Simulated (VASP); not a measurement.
# NiO2 (R-3m) in VASP: further runs

The runs below take NiO2 through single point, with r2SCAN.

All numbers are computed with VASP 6.6.1; they aren't measurements. Logs are shortened: lines on timing, memory, paths and dates and some standing lists are left out, and cuts for length are marked.

## (1) The cell of the first run

Symmetry: R-3m, No. 166, trigonal system. Conventional cell: a = 2.768 Å, b = 2.768 Å, c = 14.468 Å, α = 90.00°, β = 90.00°, γ = 120.00°. Within 2.5 Å of Ni (site symmetry -3m) lie 6 O at 1.85 Å. O (site symmetry 3m) has 3 Ni at 1.85 Å and 3 O at 2.47 Å within 2.5 Å.

## (2) Single point, r2SCAN (10.66 Å³/atom)

The input, POSCAR:

```
NiO2
1.0
    1.3837612149      0.7989149099      4.8226336428
   -1.3837612149      0.7989149099      4.8226336428
    0.0000000000     -1.5978298199      4.8226336428
Ni O
1 2
Direct
    0.0000000000      0.0000000000      0.0000000000
    0.6015829766      0.6015829766      0.6015829766
    0.3984170234      0.3984170234      0.3984170234
```

The input, INCAR.step1:

```
PREC = Accurate
ENCUT = 520
ISMEAR = 0
SIGMA = 0.02
LREAL = False
LASPH = True
NELM = 80
NBANDS = 18
GGA = PE
ALGO = Normal
EDIFF = 1E-4
LWAVE = True
LCHARG = False
```

The input, INCAR.step2:

```
PREC = Accurate
ENCUT = 520
EDIFF = 1E-7
ISMEAR = 0
SIGMA = 0.02
LREAL = False
LASPH = True
NELM = 80
ALGO = Normal
ISIF = 2
LWAVE = False
LCHARG = False
METAGGA = R2SCAN
LMIXTAU = True
NBANDS = 18
ISTART = 1
```

The input, KPOINTS:

```
regular mesh
0
Gamma
  12 12 12
```

Potentials or basis: VASP PAW PBE potentials, release 64 (Ni, O).

Command:

```bash
> cat potpaw_PBE.64/Ni/POTCAR potpaw_PBE.64/O/POTCAR > POTCAR
> cp INCAR.step1 INCAR
> mpirun -np 1 vasp_std > vasp.out
> cp INCAR.step2 INCAR
> mpirun -np 1 vasp_std > vasp.out
```

OUTCAR:

```text
PREC = Accurate
   ENCUT = 520
   EDIFF = 1E-7
   ISMEAR = 0
   LREAL = False
   LASPH = True
   NELM = 80
   ISIF = 2
   METAGGA = R2SCAN
   ISTART = 1

 ion  position               nearest neighbor table
   1  0.000  0.000  0.000-   2 1.85   2 1.85   3 1.85   3 1.85   2 1.85   3 1.85
   2  0.602  0.602  0.602-   1 1.85   1 1.85   1 1.85
   3  0.398  0.398  0.398-   1 1.85   1 1.85   1 1.85

  LATTYP: Found a trigonal (rhomboedric) cell.
 ALAT       =     5.0804385033
 COS(alpha) =     0.8516286988

  Lattice vectors:

 A1 = (   1.3837612149,   0.7989149099,   4.8226336428)
 A2 = (  -1.3837612149,   0.7989149099,   4.8226336428)
 A3 = (   0.0000000000,  -1.5978298199,   4.8226336428)

Analysis of symmetry for initial positions (statically):
=====================================================================
 Subroutine PRICEL returns:
 Original cell was already a primitive cell.

 Routine SETGRP: Setting up the symmetry group for a
 trigonal (rhombohedral) supercell.

 Subroutine GETGRP returns: Found 12 space group operations
 (whereof 12 operations were pure point group operations)
 out of a pool of 12 trial point group operations.

The static configuration has the point symmetry D_3d.

Analysis of symmetry for dynamics (positions and initial velocities):
=====================================================================
 Subroutine PRICEL returns:
 Original cell was already a primitive cell.

 Routine SETGRP: Setting up the symmetry group for a
 trigonal (rhombohedral) supercell.

 Subroutine GETGRP returns: Found 12 space group operations
 (whereof 12 operations were pure point group operations)
 out of a pool of 12 trial point group operations.

The dynamic configuration has the point symmetry D_3d.

 Subroutine INISYM returns: Found 12 space group operations
 (whereof 12 operations are pure point group operations),
 and found     1 'primitive' translations

----------------------------------------------------------------------------------------

                                     Primitive cell

  volume of cell :      31.9887

  direct lattice vectors                    reciprocal lattice vectors
     1.383761215  0.798914910  4.822633643     0.361334018  0.208616293  0.069118527
    -1.383761215  0.798914910  4.822633643    -0.361334018  0.208616293  0.069118527
     0.000000000 -1.597829820  4.822633643     0.000000000 -0.417232585  0.069118527

[... 84 lines left out ...]
   NELM   =     80;   NELMIN=  2; NELMDL=  0     # of ELM steps
   EDIFF  = 0.1E-06   stopping-criterion for ELM
   LREAL  =      F    real-space projection
   EDIFFG = 0.1E-05   stopping-criterion for IOM
   NSW    =      0    number of steps for IOM
   IBRION =     -1    ionic relax: 0-MD 1-quasi-New 2-CG
   NFREE  =      0    steps in history (QN), initial steepest desc. (CG)
   ISIF   =      2    stress and relaxation
   ISYM   =      2    0-nonsym 1-usesym 2-fastsym
   POTIM  = 0.5000    time-step for ionic-motion
   TEBEG  =    0.0;   TEEND  =   0.0 temperature during run
   PSTRESS=    0.0 pullay stress
   NELECT =      22.0000    total number of electrons
   NUPDOWN=      -1.0000    fix difference up-down
   EMIN   =  10.00;   EMAX   =-10.00  energy-range for DOS
   EFERMI =   0.00;   METHOD = LEGACY
   ISMEAR =     0;   SIGMA  =   0.02  broadening in eV -4-tet -1-fermi 0-gaus
   EFERMI_NEDOS =   21; number of points for ismear=-14 and -15
   IALGO  =     38    algorithm
   IMIX   =      4    mixing-type and parameters
     AMIX     =   0.40;   BMIX     =  1.00
     AMIX_MAG =   1.60;   BMIX_MAG =  1.00
  volume/ion in A,a.u.               =      10.66        71.96
  Fermi-wavevector in a.u.,A,eV,Ry     =   1.445051  2.730751 28.411330  2.088174
  Thomas-Fermi vector in A             =   2.563277
   LORBIT       =      0    0 simple, 1 ext, 2 COOP (PROOUT), +10 PAW based schemes
   METAGGA = R2SCAN    functional components
   LHFCALC =     F    Hartree Fock is set to
   AEXX    =    0.0000 exact exchange contribution
   IVDW    =     0    specifies the selected vdW correction
   LEPSILON=     F    determine dielectric tensor
   LRPA    =     F    only Hartree local field effects (RPA)
 non-spin polarized calculation
 Gauss-broadening in eV      SIGMA  =   0.02
  energy-cutoff  :      520.00
  volume of cell :       31.99
 maximum number of plane-waves:       876
 NGX is ok and might be reduce to    40
   NGX = 19   NGY = 19   NGZ = 19

 number of electron      22.0000007 magnetization

 Free energy of the ion-electron system (eV)
  ---------------------------------------------------
  ext. energy  EPLUGINS =         0.00000000
  ---------------------------------------------------
  free energy    TOTEN  =       -26.43480181 eV

  energy without entropy =      -26.43480181  energy(sigma->0) =      -26.43480181

 E-fermi :   1.9586     XC(G=0): -11.2656

 val. band max:        1.8473818395   @ k =  -0.4167   0.5000   0.4167
 cond. band min:       3.3003387476   @ k =   0.4167   0.4167   0.1667
 fundamental gap:      1.4529569081
 Fermi energy:         1.9585635483

 k-point     1 :       0.0000    0.0000    0.0000
  band No.  band energies     occupation
      1     -18.7047      2.00000
      2     -16.2420      2.00000
      3      -4.0140      2.00000
      4      -3.6534      2.00000
      5      -3.6534      2.00000
      6      -0.5064      2.00000
[... 481 lines left out ...]
      5      -2.1314      2.00000
      6      -2.0679      2.00000
[... 10 lines left out ...]
     17      19.9839      0.00000
     18      20.2609      0.00000

 [... further k-points ...]

------------------------ aborting loop because EDIFF is reached ----------------------------------------

  FORCE on cell =-STRESS in cart. coord.  units (eV):
  Direction    XX          YY          ZZ          XY          YZ          ZX
  --------------------------------------------------------------------------------------
  -------------------------------------------------------------------------------------
  Total        0.6128462      0.6128462      0.4677507      0.0000000     -0.0000000      0.0000000
  in kB       30.6948067     30.6948067     23.4275989      0.0000000     -0.0000000      0.0000000
  external PRESSURE =      28.2724041 kB  Pullay stress =       0.0000000 kB

 VOLUME and BASIS-vectors are now :
 -----------------------------------------------------------------------------
  energy-cutoff  :      520.00
  volume of cell :       31.99
      direct lattice vectors                 reciprocal lattice vectors
     1.383761215  0.798914910  4.822633643     0.361334018  0.208616293  0.069118527
    -1.383761215  0.798914910  4.822633643    -0.361334018  0.208616293  0.069118527
     0.000000000 -1.597829820  4.822633643     0.000000000 -0.417232585  0.069118527

 POSITION                                       TOTAL-FORCE (eV/Angst)
 -----------------------------------------------------------------------------------
      0.00000      0.00000      0.00000         0.000000     -0.000000     -0.000000
      0.00000     -0.00000      8.70364         0.000000      0.000000     -0.137524
      0.00000     -0.00000      5.76426         0.000000     -0.000000      0.137524
 -----------------------------------------------------------------------------------
    total drift:                                0.000000      0.000000      0.000000

  FREE ENERGIE OF THE ION-ELECTRON SYSTEM (eV)
  ---------------------------------------------------
  free  energy   TOTEN  =       -26.4348018079 eV

  energy  without entropy=      -26.4348018079  energy(sigma->0) =      -26.43480181
```

OSZICAR.step1:

```text
N       E                     dE             d eps       ncg     rms          rms(c)
DAV:   1     0.165313963942E+03    0.16531E+03   -0.11414E+04  6876   0.143E+03
DAV:   2    -0.104967295895E+02   -0.17581E+03   -0.16361E+03  7222   0.323E+02
DAV:   3    -0.250492473535E+02   -0.14553E+02   -0.14384E+02  8018   0.106E+02
DAV:   4    -0.252439672214E+02   -0.19472E+00   -0.19453E+00  8138   0.124E+01
DAV:   5    -0.252473340122E+02   -0.33668E-02   -0.33664E-02  7940   0.159E+00    0.283E+01
DAV:   6    -0.310133464603E+02   -0.57660E+01   -0.48765E+01  8330   0.171E+02    0.473E+01
DAV:   7    -0.174357408673E+02    0.13578E+02   -0.19292E+01  8024   0.110E+02    0.574E+00
DAV:   8    -0.174248841289E+02    0.10857E-01   -0.24167E+00  9806   0.243E+01    0.339E+00
DAV:   9    -0.174314495777E+02   -0.65654E-02   -0.27850E-01  9546   0.154E+01    0.147E+00
DAV:  10    -0.174042401120E+02    0.27209E-01   -0.47488E-02  7642   0.646E+00    0.305E-01
DAV:  11    -0.174034025742E+02    0.83754E-03   -0.97289E-03  9494   0.215E+00    0.195E-01
DAV:  12    -0.174031395065E+02    0.26307E-03   -0.15910E-03  8634   0.927E-01    0.421E-02
DAV:  13    -0.174031600797E+02   -0.20573E-04   -0.13246E-04  5530   0.255E-01
   1 F= -.17403160E+02 E0= -.17403160E+02  d E =-.471468E-46
```

Wall time 9.8 min (1 thread of Intel Xeon 6975P-C (Granite Rapids), shared host); peak memory 0.32 GiB.

What came out:

```yaml
Free_energy: -26.4348 eV
Pressure: 2.8 GPa
Largest_force: 0.138 eV/Å
Band_gap_on_the_k_mesh: 1.45 eV (least direct gap 1.64 eV)
```

Forces in eV/Å, atoms in the order of the input:
```
Ni   0.000  0.000  0.000
O    0.000  0.000 -0.138
O    0.000  0.000  0.138
```

Caveat: the PAW data sets were made with another functional, which shifts forces and pressure a little.

## (3) Single point, r2SCAN (11.00 Å³/atom)

This run uses another cell than the first one, of 11.00 Å³/atom.

The input, POSCAR:

```
NiO2
1.0
    1.3857810925      0.8000810868      4.9620506893
   -1.3857810925      0.8000810868      4.9620506893
    0.0000000000     -1.6001621736      4.9620506893
Ni O
1 2
Direct
    0.0000000000      0.0000000000      0.0000000000
    0.6034691195      0.6034691195      0.6034691195
    0.3965308805      0.3965308805      0.3965308805
```

The input, INCAR.step1:

```
SYSTEM = NiO2
PREC = Accurate
ENCUT = 520
ISMEAR = 0
SIGMA = 0.02
LREAL = .False.
LASPH = .True.
NELM = 60
NBANDS = 18
GGA = PE
ALGO = Normal
EDIFF = 1E-4
LWAVE = .True.
LCHARG = .False.
```

The input, INCAR.step2:

```
SYSTEM = NiO2
PREC = Accurate
ENCUT = 520
EDIFF = 1E-7
ISMEAR = 0
SIGMA = 0.02
LREAL = .False.
LASPH = .True.
NELM = 60
ALGO = Normal
ISIF = 2
LWAVE = .False.
LCHARG = .True.
METAGGA = R2SCAN
LMIXTAU = .True.
LELF = .True.
LVHAR = .True.
NBANDS = 18
ISTART = 1
```

The input, KPOINTS:

```
regular mesh
0
Gamma
  12 12 12
  0 0 0
```

Potentials or basis: VASP PAW PBE potentials, release 64 (Ni, O).

Command:

```bash
> cat potpaw_PBE.64/Ni/POTCAR potpaw_PBE.64/O/POTCAR > POTCAR
> cp INCAR.step1 INCAR
> mpirun -np 1 vasp_std > vasp.out
> cp INCAR.step2 INCAR
> mpirun -np 1 vasp_std > vasp.out
```

Run time: 9.2 min. Hardware: 1 thread of Intel Xeon 6975P-C (Granite Rapids), shared host; peak memory 0.32 GiB.

The run converged. Its results:

```yaml
Free_energy: -26.4410 eV
Pressure: 1.9 GPa
Largest_force: 0.140 eV/Å
Band_gap_on_the_k_mesh: 1.51 eV (least direct gap 1.71 eV)
```

Forces in eV/Å, atoms in the order of the input:
```
Ni   0.000  0.000  0.000
O    0.000  0.000 -0.140
O    0.000  0.000  0.140
```

Stress tensor (GPa, compression positive):
```
2.16 0.00 0.00
0.00 2.16 0.00
0.00 0.00 1.45
```

Levels at points of the mesh, in eV from the valence-band top:
```
           k point  band 8  band 9  band 10  band 11  band 12  band 13  band 14  band 15
(0.00, 0.00, 0.00)   -0.80   -0.80    -0.69    -0.42     2.81     2.81     8.60    12.57
(0.50, 0.00, 0.00)   -2.00   -1.79    -1.75    -1.08     2.22     2.67    13.26    13.64
(0.50, 0.50, 0.00)   -2.00   -1.78    -1.44    -1.14     2.00     2.71    13.56    14.25
(0.50, 0.50, 0.50)   -1.60   -0.77    -0.77    -0.12     2.78     2.78    10.46    11.02
```

Caveat: the PAW data sets were made with another functional, which shifts forces and pressure a little.

## (4) Single point, r2SCAN

This run uses another cell than the first one, of 11.34 Å³/atom.

The input, POSCAR:

```
NiO2
1.0
    1.3868755767      0.8007129875      5.1074453104
   -1.3868755767      0.8007129875      5.1074453104
    0.0000000000     -1.6014259751      5.1074453104
Ni O
1 2
Direct
    0.0000000000      0.0000000000      0.0000000000
    0.6052842837      0.6052842837      0.6052842837
    0.3947157163      0.3947157163      0.3947157163
```

The input, INCAR.step1:

```
SYSTEM = NiO2
PREC = Accurate
ENCUT = 520
ISMEAR = 0
SIGMA = 0.02
LREAL = .FALSE.
LASPH = .TRUE.
NELM = 80
NBANDS = 18
GGA = PE
ALGO = Normal
EDIFF = 1E-4
LWAVE = .TRUE.
LCHARG = .FALSE.
```

The input, INCAR.step2:

```
SYSTEM = NiO2
PREC = Accurate
ENCUT = 520
EDIFF = 1E-7
ISMEAR = 0
SIGMA = 0.02
LREAL = .FALSE.
LASPH = .TRUE.
NELM = 80
ALGO = Normal
ISIF = 2
LWAVE = .FALSE.
LCHARG = .FALSE.
METAGGA = R2SCAN
LMIXTAU = .TRUE.
NBANDS = 18
ISTART = 1
```

The input, KPOINTS:

```
Automatic mesh
0
G
  12 12 12
  0 0 0
```

Potentials or basis: VASP PAW PBE potentials, release 64 (Ni, O).

Command:

```bash
> cat potpaw_PBE.64/Ni/POTCAR potpaw_PBE.64/O/POTCAR > POTCAR
> cp INCAR.step1 INCAR
> mpirun -np 1 vasp_std > vasp.out
> cp INCAR.step2 INCAR
> mpirun -np 1 vasp_std > vasp.out
```

OUTCAR:

```text
SYSTEM = NiO2
   PREC = Accurate
   ENCUT = 520
   EDIFF = 1E-7
   ISMEAR = 0
   LREAL = .FALSE.
   LASPH = .TRUE.
   NELM = 80
   ISIF = 2
   METAGGA = R2SCAN
   ISTART = 1

 ion  position               nearest neighbor table
   1  0.000  0.000  0.000-   2 1.86   3 1.86   2 1.86   2 1.86   3 1.86   3 1.86
   2  0.605  0.605  0.605-   1 1.86   1 1.86   1 1.86
   3  0.395  0.395  0.395-   1 1.86   1 1.86   1 1.86

  LATTYP: Found a trigonal (rhomboedric) cell.
 ALAT       =     5.3526220446
[... 698 lines left out ...]

  FORCE on cell =-STRESS in cart. coord.  units (eV):
  Direction    XX          YY          ZZ          XY          YZ          ZX
  --------------------------------------------------------------------------------------
  -------------------------------------------------------------------------------------
  Total        0.3480474      0.3480474      0.2019922      0.0000000     -0.0000000      0.0000000
  in kB       16.3862521     16.3862521      9.5098984      0.0000000     -0.0000000      0.0000000
  external PRESSURE =      14.0941342 kB  Pullay stress =       0.0000000 kB

 VOLUME and BASIS-vectors are now :
 -----------------------------------------------------------------------------
  energy-cutoff  :      520.00
  volume of cell :       34.03
      direct lattice vectors                 reciprocal lattice vectors
     1.386875577  0.800712987  5.107445310     0.360522608  0.208147825  0.065264200
    -1.386875577  0.800712987  5.107445310    -0.360522608  0.208147825  0.065264200
     0.000000000 -1.601425975  5.107445310     0.000000000 -0.416295650  0.065264200

 POSITION                                       TOTAL-FORCE (eV/Angst)
 -----------------------------------------------------------------------------------
      0.00000      0.00000      0.00000         0.000000     -0.000000      0.000000
      0.00000     -0.00000      9.27437        -0.000000      0.000000     -0.135694
      0.00000     -0.00000      6.04797        -0.000000     -0.000000      0.135694
 -----------------------------------------------------------------------------------
    total drift:                               -0.000000     -0.000000      0.000000

  FREE ENERGIE OF THE ION-ELECTRON SYSTEM (eV)
  ---------------------------------------------------
  free  energy   TOTEN  =       -26.4425493812 eV

  energy  without entropy=      -26.4425493812  energy(sigma->0) =      -26.44254938
```

OSZICAR.step1:

```text
N       E                     dE             d eps       ncg     rms          rms(c)
DAV:   1     0.168910281773E+03    0.16891E+03   -0.11424E+04  6900   0.141E+03
DAV:   2    -0.960532957899E+01   -0.17852E+03   -0.16591E+03  7292   0.321E+02
DAV:   3    -0.250678251522E+02   -0.15462E+02   -0.15275E+02  8038   0.108E+02
DAV:   4    -0.252843103017E+02   -0.21649E+00   -0.21625E+00  8264   0.130E+01
DAV:   5    -0.252881034211E+02   -0.37931E-02   -0.37926E-02  8038   0.167E+00    0.282E+01
DAV:   6    -0.310431704878E+02   -0.57551E+01   -0.49937E+01  8392   0.171E+02    0.473E+01
DAV:   7    -0.174872059476E+02    0.13556E+02   -0.19598E+01  8148   0.108E+02    0.606E+00
DAV:   8    -0.174529081084E+02    0.34298E-01   -0.25843E+00  9890   0.270E+01    0.355E+00
DAV:   9    -0.174680635700E+02   -0.15155E-01   -0.35917E-01  9292   0.175E+01    0.176E+00
DAV:  10    -0.174320721920E+02    0.35991E-01   -0.53755E-02  7772   0.657E+00    0.487E-01
DAV:  11    -0.174288613379E+02    0.32109E-02   -0.17137E-02  8978   0.358E+00    0.243E-01
DAV:  12    -0.174285148860E+02    0.34645E-03   -0.34579E-03  9032   0.130E+00    0.460E-02
DAV:  13    -0.174285556697E+02   -0.40784E-04   -0.32057E-04  7304   0.204E-01
   1 F= -.17428556E+02 E0= -.17428556E+02  d E =-.118652E-32
```

Wall time 9.4 min (1 thread of Intel Xeon 6975P-C (Granite Rapids), shared host); peak memory 0.32 GiB.

What came out:

* Free energy: -26.4425 eV
* Pressure: 1.4 GPa
* Largest force: 0.136 eV/Å
* Band gap on the k mesh: 1.56 eV (least direct gap 1.76 eV)

Forces in eV/Å, atoms in the order of the input:
```
Ni   0.000  0.000  0.000
O    0.000  0.000 -0.136
O    0.000  0.000  0.136
```

Levels at points of the mesh, in eV from the valence-band top:
| k point | band 9 | band 10 | band 11 | band 12 | band 13 | band 14 |
| --- | --- | --- | --- | --- | --- | --- |
| (0.00, 0.00, 0.00) | -0.76 | -0.74 | -0.36 | 2.83 | 2.83 | 8.53 |
| (0.50, 0.00, 0.00) | -1.72 | -1.70 | -1.05 | 2.22 | 2.70 | 13.29 |
| (0.50, 0.50, 0.00) | -1.74 | -1.45 | -1.10 | 2.04 | 2.73 | 13.54 |
| (0.50, 0.50, 0.50) | -0.74 | -0.74 | -0.12 | 2.81 | 2.81 | 10.29 |

Caveat: the PAW data sets were made with another functional, which shifts forces and pressure a little. A k mesh can miss the band edges.

(Part 1 of 2 ends here.)
